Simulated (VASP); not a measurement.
A run of VASP 6.6.1 is set up as follows.

Contents of INCAR:

```
PREC     = Accurate       # precision mode
ENCUT    = 520            # plane-wave cutoff, eV
EDIFF    = 1E-6           # SCF threshold, eV
ISMEAR   = 0              # smearing method
SIGMA    = 0.05           # smearing width, eV
LREAL    = F              # projectors in reciprocal space
LASPH    = T              # aspherical terms in the spheres
NELM     = 60             # most SCF steps
ALGO     = Normal         # electronic algorithm
ISIF     = 2              # what is computed and relaxed
LWAVE    = F              # write WAVECAR
LCHARG   = F              # write CHGCAR
LDIPOL   = T            
IDIPOL   = 3            
DIPOL    = 0.5 0.5 0.500
GGA      = PE             # functional
IVDW     = 12             # dispersion correction
NBANDS   = 16             # bands
```

File KPOINTS:

```
Automatic mesh
0
Gamma
  12 12 1
```

POSCAR

```
C
1.0
    2.4561701631      0.0000000000      0.0000000000
   -1.2280850816      2.1271057573      0.0000000000
    0.0000000000      0.0000000000     26.5238035001
C
4
Direct
    0.3333333333      0.6666666667      0.3393178508
    0.6666666667      0.3333333333      0.3393178508
    0.3333333333      0.6666666667      0.6606821492
    0.6666666667      0.3333333333      0.6606821492
```

Potentials or basis: VASP PAW PBE potentials, release 64 (C).

Command:

```bash
$ cat potpaw_PBE.64/C/POTCAR > POTCAR
$ mpirun -np 1 vasp_std > vasp.out
```

Problem. What does it give for the dispersion energy per atom?

Solution. -0.090 eV.

Problem. What does it give for the band gap on the k mesh?

Solution. Zero (filled and empty bands touch).
